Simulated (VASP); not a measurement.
Write the native input for VASP 6.6.1 that does the following.

| Item | Value |
| --- | --- |
| Task | single point |
| Functional | PBEsol |
| Potentials or basis | VASP PAW PBE potentials, release 64 (Sn_d, O) |
| Cutoff | 520 eV |
| k mesh | 12 × 12 × 10 |
| Occupations | gaussian, width 0.15 eV |
| Spin | no spin polarisation |
| Dipole correction | no |
| Further INCAR settings | ALGO = Normal; EDIFF = 1e-06; NBANDS = 28 |

The structure of SnO lies in POSCAR:

```
SnO
1.0
    3.8020000000      0.0475250000      0.0000000000
    0.0475250000      3.8020000000      0.0000000000
    0.0000000000      0.0000000000      4.8360000000
Sn O
2 2
Direct
    0.0000000000      0.5000000000      0.2385000000
    0.5000000000      0.0000000000      0.7615000000
    0.0000000000      0.0000000000      0.0000000000
    0.5000000000      0.5000000000      0.0000000000
```

This cell differs from its parent crystal: strain +0.0250 x Voigt [0, 0, 0, 0, 0, 1].

One way to write it, as run:

INCAR

```
SYSTEM = SnO
PREC = Accurate
ENCUT = 520
EDIFF = 1E-6
ISMEAR = 0
SIGMA = 0.15
LREAL = .FALSE.
LASPH = .TRUE.
NELM = 60
ALGO = Normal
ISIF = 2
LWAVE = .FALSE.
LCHARG = .FALSE.
GGA = PS
NBANDS = 28
```

KPOINTS

```
regular mesh
0
G
  12 12 10
  0 0 0
```

Potentials or basis: VASP PAW PBE potentials, release 64 (Sn_d, O).

Launch:

```bash
$ cat potpaw_PBE.64/Sn_d/POTCAR potpaw_PBE.64/O/POTCAR > POTCAR
$ mpirun -np 1 vasp_std > vasp.out
```

Results of the run:

The pressure is 0.2 GPa and the largest force is 0.147 eV/Å. The band gap on the k mesh is zero (bands 20 and 21 overlap by 0.03 eV).

Caveat: the cell differs from its parent crystal (strain +0.0250 x Voigt [0, 0, 0, 0, 0, 1]); semilocal functionals underestimate gaps, and a narrow one can read as zero; the PAW data sets were made with another functional, which shifts forces and pressure a little; spin-orbit coupling is left out, which moves the levels of the heavy elements.

Run time: 11 min on 1 thread of Intel Xeon 8259CL (shared host), peak memory 0.48 GiB.
